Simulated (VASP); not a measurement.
A run of VASP 6.6.1 is set up as follows.

File INCAR:

```
  ALGO = Normal
  EDIFF = 1E-6
  EDIFFG = -0.01
  ENCUT = 600
  GGA = PS
  IBRION = 2
  ISIF = 3
  ISMEAR = -1
  ISPIN = 2
  IVDW = 13
  LASPH = T
  LCHARG = F
  LMAXMIX = 4
  LORBIT = 11
  LREAL = F
  LWAVE = F
  MAGMOM = 0 0 4 4
  NELM = 150
  NSW = 60
  PREC = Accurate
  SIGMA = 0.05
```

KPOINTS

```
k-points
0
Gamma
  7 7 5
```

POSCAR

```
MnSb
1.0
    4.1500000000      0.0000000000      0.0000000000
   -2.0750000000      3.5940054257      0.0000000000
    0.0000000000      0.0000000000      5.7800000000
Sb Mn
2 2
Direct
    0.6666666667      0.3333333333      0.7500000000
    0.3333333333      0.6666666667      0.2500000000
    0.0000000000      0.0000000000      0.5000000000
    0.0000000000      0.0000000000      0.0000000000
```

Potentials or basis: VASP PAW PBE potentials, release 64 (Sb, Mn_pv).

Run with:

```sh
$ cat potpaw_PBE.64/Sb/POTCAR potpaw_PBE.64/Mn_pv/POTCAR > POTCAR
$ mpirun -np 1 vasp_std > vasp.out
```

Question: Predict the relaxed cell.

Answer: a = 3.951 Å, b = 3.951 Å, c = 5.375 Å, α = 90.00°, β = 90.00°, γ = 120.00°.

Question: Predict the net moment.

Answer: 5.32 μB per cell.

Question: Predict the dispersion energy per atom.

Answer: -0.284 eV.

Final structure:
```yaml
crystal:
  lattice:
    - [3.95128, 0.00000, 0.00000]
    - [-1.97564, 3.42191, 0.00000]
    - [0.00000, 0.00000, 5.37549]
  atoms:
    - { symbol: Sb, position: [0.66667, 0.33333, 0.75000] }
    - { symbol: Sb, position: [0.33333, 0.66667, 0.25000] }
    - { symbol: Mn, position: [0.00000, 0.00000, 0.50000] }
    - { symbol: Mn, position: [0.00000, 0.00000, 0.00000] }
```

Caveat: the run started ferromagnetic, and an antiferromagnetic order may lie lower in energy.
